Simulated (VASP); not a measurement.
# Ir (Fm-3m) in VASP: a series of runs, part 2 of 3

VASP 6.6.1. The steps go on from the part before.

## 4. Electric field gradients, r2SCAN (13.58 Å³/atom)

This run uses another cell than the first one, of 13.58 Å³/atom.

File POSCAR:

```
Ir
1.0
    0.0000000000      1.8937549276      1.8937549276
    1.8937549276      0.0000000000      1.8937549276
    1.8937549276      1.8937549276      0.0000000000
Ir
1
Direct
    0.0000000000      0.0000000000      0.0000000000
```

File INCAR.step1:

```
SYSTEM = Ir
PREC = Accurate
ENCUT = 440
ISMEAR = -1
SIGMA = 0.05
LREAL = .FALSE.
LASPH = .TRUE.
NELM = 120
NBANDS = 10
GGA = PE
ALGO = Normal
EDIFF = 1E-5
LWAVE = .TRUE.
LCHARG = .FALSE.
GGA_COMPAT = .FALSE.
```

File INCAR.step2:

```
SYSTEM = Ir
PREC = Accurate
ENCUT = 440
EDIFF = 1E-8
ISMEAR = -1
SIGMA = 0.05
LREAL = .FALSE.
LASPH = .TRUE.
NELM = 120
ALGO = Normal
ISIF = 2
LWAVE = .FALSE.
LCHARG = .FALSE.
METAGGA = R2SCAN
LMIXTAU = .TRUE.
LEFG = .TRUE.
NBANDS = 10
ISTART = 1
GGA_COMPAT = .FALSE.
```

File KPOINTS:

```
regular mesh
0
G
  15 15 15
  0 0 0
```

Potentials or basis: VASP PAW PBE potentials, release 64 (Ir).

Run with:

```bash
$ cat potpaw_PBE.64/Ir/POTCAR > POTCAR
$ cp INCAR.step1 INCAR
$ mpirun -np 1 vasp_std > vasp.out
$ cp INCAR.step2 INCAR
$ mpirun -np 1 vasp_std > vasp.out
```

OUTCAR:

```text
SYSTEM = Ir
   PREC = Accurate
   ENCUT = 440
   EDIFF = 1E-8
   ISMEAR = -1
   LREAL = .FALSE.
   LASPH = .TRUE.
   NELM = 120
   ISIF = 2
   METAGGA = R2SCAN
   ISTART = 1

 ion  position               nearest neighbor table
   1  0.000  0.000  0.000-

  LATTYP: Found a face centered cubic cell.
 ALAT       =     3.7875098552

  Lattice vectors:

 A1 = (   0.0000000000,   1.8937549276,   1.8937549276)
 A2 = (   1.8937549276,   0.0000000000,   1.8937549276)
 A3 = (   1.8937549276,   1.8937549276,   0.0000000000)

Analysis of symmetry for initial positions (statically):
=====================================================================
 Subroutine PRICEL returns:
 Original cell was already a primitive cell.

 Routine SETGRP: Setting up the symmetry group for a
 face centered cubic supercell.

 Subroutine GETGRP returns: Found 48 space group operations
 (whereof 48 operations were pure point group operations)
[... 493 lines left out ...]
 -----------------------------------------------------------------------------
  energy-cutoff  :      440.00
  volume of cell :       13.58
      direct lattice vectors                 reciprocal lattice vectors
     0.000000000  1.893754928  1.893754928    -0.264025716  0.264025716  0.264025716
     1.893754928  0.000000000  1.893754928     0.264025716 -0.264025716  0.264025716
     1.893754928  1.893754928  0.000000000     0.264025716  0.264025716 -0.264025716

 POSITION                                       TOTAL-FORCE (eV/Angst)
 -----------------------------------------------------------------------------------
      0.00000      0.00000      0.00000        -0.000000      0.000000     -0.000000
 -----------------------------------------------------------------------------------
    total drift:                                0.000000      0.000000      0.000000

  FREE ENERGIE OF THE ION-ELECTRON SYSTEM (eV)
  ---------------------------------------------------
  free  energy   TOTEN  =       -52.3302861161 eV

  energy  without entropy=      -52.3232015614  energy(sigma->0) =      -52.32674384

 Electric field gradients (V/A^2)
---------------------------------------------------------------------
 ion       V_xx      V_yy      V_zz      V_xy      V_xz      V_yz
---------------------------------------------------------------------
   1       0.000     0.000    -0.000     0.000     0.000     0.000
---------------------------------------------------------------------

 Electric field gradients after diagonalization (V/A^2)
 (convention: |V_zz| > |V_xx| > |V_yy|)
----------------------------------------------------------------------
 ion       V_xx      V_yy      V_zz     asymmetry (V_yy - V_xx)/ V_zz
----------------------------------------------------------------------
   1      -0.000    -0.000     0.000       0.000
----------------------------------------------------------------------

           NMR quadrupolar parameters

 Cq : quadrupolar parameter    Cq=e*Q*V_zz/h
 eta: asymmetry parameters     (V_yy - V_xx)/ V_zz
 Q  : nuclear electric quadrupole moment in mb (millibarn)
----------------------------------------------------------------------
 ion       Cq(MHz)       eta       Q (mb)
----------------------------------------------------------------------
   1       0.000       0.000       1.000
----------------------------------------------------------------------
```

OUTCAR.step1:

```text
SYSTEM = Ir
   PREC = Accurate
   ENCUT = 440
   ISMEAR = -1
   LREAL = .FALSE.
   LASPH = .TRUE.
[... 528 lines left out ...]
 -----------------------------------------------------------------------------------
      0.00000      0.00000      0.00000         0.000000     -0.000000      0.000000
 -----------------------------------------------------------------------------------
    total drift:                                0.000000     -0.000000     -0.000000

  FREE ENERGIE OF THE ION-ELECTRON SYSTEM (eV)
  ---------------------------------------------------
  free  energy   TOTEN  =        -8.7840696919 eV

  energy  without entropy=       -8.7765072654  energy(sigma->0) =       -8.78028848
```

OSZICAR.step1:

```text
N       E                     dE             d eps       ncg     rms          rms(c)
DAV:   1     0.415771715542E+02    0.41577E+02   -0.39539E+03  2488   0.714E+02
DAV:   2    -0.856814014037E+01   -0.50145E+02   -0.47083E+02  2478   0.184E+02
DAV:   3    -0.931271020414E+01   -0.74457E+00   -0.74109E+00  2792   0.269E+01
DAV:   4    -0.931953011385E+01   -0.68199E-02   -0.68188E-02  2760   0.244E+00
DAV:   5    -0.931965808618E+01   -0.12797E-03   -0.12797E-03  2778   0.303E-01    0.170E+01
DAV:   6    -0.888459736220E+01    0.43506E+00   -0.68372E-01  2698   0.102E+01    0.727E+00
DAV:   7    -0.879046438993E+01    0.94133E-01   -0.26563E-01  2854   0.589E+00    0.144E+00
DAV:   8    -0.878758172377E+01    0.28827E-02   -0.21657E-03  2584   0.499E-01    0.104E+00
DAV:   9    -0.878406698183E+01    0.35147E-02   -0.23632E-03  2704   0.680E-01    0.238E-02
DAV:  10    -0.878406969194E+01   -0.27101E-05   -0.15396E-05  3096   0.390E-02
   1 F= -.87840697E+01 E0= -.87802885E+01  d E =-.756243E-02
```

Wall time 58 s (1 thread of Intel Xeon 8259CL, shared host); peak memory 0.13 GiB.

Results:

```yaml
Free_energy: -52.3303 eV
Pressure: 21.9 GPa
Band_gap_on_the_k_mesh: zero (an odd number of electrons rules out a gap without spin polarisation)
Largest_electric_field_gradient_by_atom: under 0.05 V/Å² on every atom
```

Levels at points of the mesh, in eV from the Fermi level:
| k point | band 1 | band 2 | band 3 | band 4 | band 5 | band 6 | band 7 | band 8 | band 9 |
| --- | --- | --- | --- | --- | --- | --- | --- | --- | --- |
| (0.00, 0.00, 0.00) | -12.05 | -4.33 | -4.33 | -4.33 | -1.43 | -1.43 | 14.94 | 21.06 | 21.06 |

Caveat: the cell stands under pressure; the PAW data sets were made with another functional, which shifts forces and pressure a little; spin-orbit coupling is left out, which moves the levels of the heavy elements.

## 5. Electric field gradients, r2SCAN

File POSCAR:

```
Ir
1.0
    0.0000000000      1.9197000000      1.9197000000
    1.9197000000      0.0000000000      1.9197000000
    1.9197000000      1.9197000000      0.0000000000
Ir
1
Direct
    0.0000000000      0.0000000000      0.0000000000
```

File INCAR.step1:

```
SYSTEM = Ir
  PREC = Accurate
  ENCUT = 440
  ISMEAR = -1
  SIGMA = 0.05
  LREAL = .FALSE.
  LASPH = .TRUE.
  NELM = 120
  NBANDS = 10
  GGA = PE
  ALGO = Normal
  EDIFF = 1E-5
  LWAVE = .TRUE.
  LCHARG = .FALSE.
  GGA_COMPAT = .FALSE.
```

File INCAR.step2:

```
SYSTEM = Ir
  PREC = Accurate
  ENCUT = 440
  EDIFF = 1E-8
  ISMEAR = -1
  SIGMA = 0.05
  LREAL = .FALSE.
  LASPH = .TRUE.
  NELM = 120
  ALGO = Normal
  ISIF = 2
  LWAVE = .FALSE.
  LCHARG = .FALSE.
  METAGGA = R2SCAN
  LMIXTAU = .TRUE.
  LEFG = .TRUE.
  NBANDS = 10
  ISTART = 1
  GGA_COMPAT = .FALSE.
```

KPOINTS is that of step 4.

Potentials or basis: VASP PAW PBE potentials, release 64 (Ir).

Run with:

```bash
$ cat potpaw_PBE.64/Ir/POTCAR > POTCAR
$ cp INCAR.step1 INCAR
$ mpirun -np 1 vasp_std > vasp.out
$ cp INCAR.step2 INCAR
$ mpirun -np 1 vasp_std > vasp.out
```

OUTCAR:

```text
SYSTEM = Ir
   PREC = Accurate
   ENCUT = 440
   EDIFF = 1E-8
   ISMEAR = -1
   LREAL = .FALSE.
   LASPH = .TRUE.
   NELM = 120
   ISIF = 2
   METAGGA = R2SCAN
   ISTART = 1

 ion  position               nearest neighbor table
   1  0.000  0.000  0.000-

  LATTYP: Found a face centered cubic cell.
 ALAT       =     3.8394000000

  Lattice vectors:

 A1 = (   0.0000000000,   1.9197000000,   1.9197000000)
 A2 = (   1.9197000000,   0.0000000000,   1.9197000000)
 A3 = (   1.9197000000,   1.9197000000,   0.0000000000)

Analysis of symmetry for initial positions (statically):
=====================================================================
 Subroutine PRICEL returns:
 Original cell was already a primitive cell.

 Routine SETGRP: Setting up the symmetry group for a
 face centered cubic supercell.

 Subroutine GETGRP returns: Found 48 space group operations
 (whereof 48 operations were pure point group operations)
[... 493 lines left out ...]
 -----------------------------------------------------------------------------
  energy-cutoff  :      440.00
  volume of cell :       14.15
      direct lattice vectors                 reciprocal lattice vectors
     0.000000000  1.919700000  1.919700000    -0.260457363  0.260457363  0.260457363
     1.919700000  0.000000000  1.919700000     0.260457363 -0.260457363  0.260457363
     1.919700000  1.919700000  0.000000000     0.260457363  0.260457363 -0.260457363

 POSITION                                       TOTAL-FORCE (eV/Angst)
 -----------------------------------------------------------------------------------
      0.00000      0.00000      0.00000        -0.000000     -0.000000     -0.000000
 -----------------------------------------------------------------------------------
    total drift:                                0.000000      0.000000     -0.000000

  FREE ENERGIE OF THE ION-ELECTRON SYSTEM (eV)
  ---------------------------------------------------
  free  energy   TOTEN  =       -52.3747139589 eV

  energy  without entropy=      -52.3672640437  energy(sigma->0) =      -52.37098900

 Electric field gradients (V/A^2)
---------------------------------------------------------------------
 ion       V_xx      V_yy      V_zz      V_xy      V_xz      V_yz
---------------------------------------------------------------------
   1       0.000    -0.000    -0.000     0.000     0.000     0.000
---------------------------------------------------------------------

 Electric field gradients after diagonalization (V/A^2)
 (convention: |V_zz| > |V_xx| > |V_yy|)
----------------------------------------------------------------------
 ion       V_xx      V_yy      V_zz     asymmetry (V_yy - V_xx)/ V_zz
----------------------------------------------------------------------
   1      -0.000    -0.000     0.000       0.000
----------------------------------------------------------------------

           NMR quadrupolar parameters

 Cq : quadrupolar parameter    Cq=e*Q*V_zz/h
 eta: asymmetry parameters     (V_yy - V_xx)/ V_zz
 Q  : nuclear electric quadrupole moment in mb (millibarn)
----------------------------------------------------------------------
 ion       Cq(MHz)       eta       Q (mb)
----------------------------------------------------------------------
   1       0.000       0.000       1.000
----------------------------------------------------------------------
```

OUTCAR.step1:

```text
SYSTEM = Ir
   PREC = Accurate
   ENCUT = 440
   ISMEAR = -1
   LREAL = .FALSE.
   LASPH = .TRUE.
[... 528 lines left out ...]
 -----------------------------------------------------------------------------------
      0.00000      0.00000      0.00000         0.000000      0.000000      0.000000
 -----------------------------------------------------------------------------------
    total drift:                                0.000000      0.000000     -0.000000

  FREE ENERGIE OF THE ION-ELECTRON SYSTEM (eV)
  ---------------------------------------------------
  free  energy   TOTEN  =        -8.8484004782 eV

  energy  without entropy=       -8.8403954698  energy(sigma->0) =       -8.84439797
```

OSZICAR.step1:

```text
N       E                     dE             d eps       ncg     rms          rms(c)
DAV:   1     0.411213459319E+02    0.41121E+02   -0.39970E+03  2528   0.717E+02
DAV:   2    -0.861877874612E+01   -0.49740E+02   -0.46780E+02  2470   0.182E+02
DAV:   3    -0.939694881426E+01   -0.77817E+00   -0.77625E+00  2770   0.277E+01
DAV:   4    -0.940379056019E+01   -0.68417E-02   -0.68406E-02  2736   0.242E+00
DAV:   5    -0.940391750406E+01   -0.12694E-03   -0.12694E-03  2778   0.312E-01    0.152E+01
DAV:   6    -0.894237481779E+01    0.46154E+00   -0.79433E-01  2682   0.109E+01    0.626E+00
DAV:   7    -0.885455568266E+01    0.87819E-01   -0.26743E-01  2836   0.582E+00    0.147E+00
DAV:   8    -0.885191833096E+01    0.26374E-02   -0.21203E-03  2572   0.479E-01    0.108E+00
DAV:   9    -0.884839681510E+01    0.35215E-02   -0.22477E-03  2692   0.653E-01    0.193E-02
DAV:  10    -0.884840047819E+01   -0.36631E-05   -0.13911E-05  3072   0.361E-02
   1 F= -.88484005E+01 E0= -.88443980E+01  d E =-.800501E-02
```

Run time: 69 s. Hardware: 1 thread of Intel Xeon 8259CL, shared host; peak memory 0.14 GiB.

What came out:

```
Free energy                             : -52.3747 eV
Pressure                                : 3.9 GPa
Band gap on the k mesh                  : zero (an odd number of electrons rules out a gap without spin polarisation)
Largest electric field gradient by atom : under 0.05 V/Å² on every atom
```

Caveat: the cell stands under pressure; the PAW data sets were made with another functional, which shifts forces and pressure a little; spin-orbit coupling is left out, which moves the levels of the heavy elements.

(Part 2 of 3 ends here.)
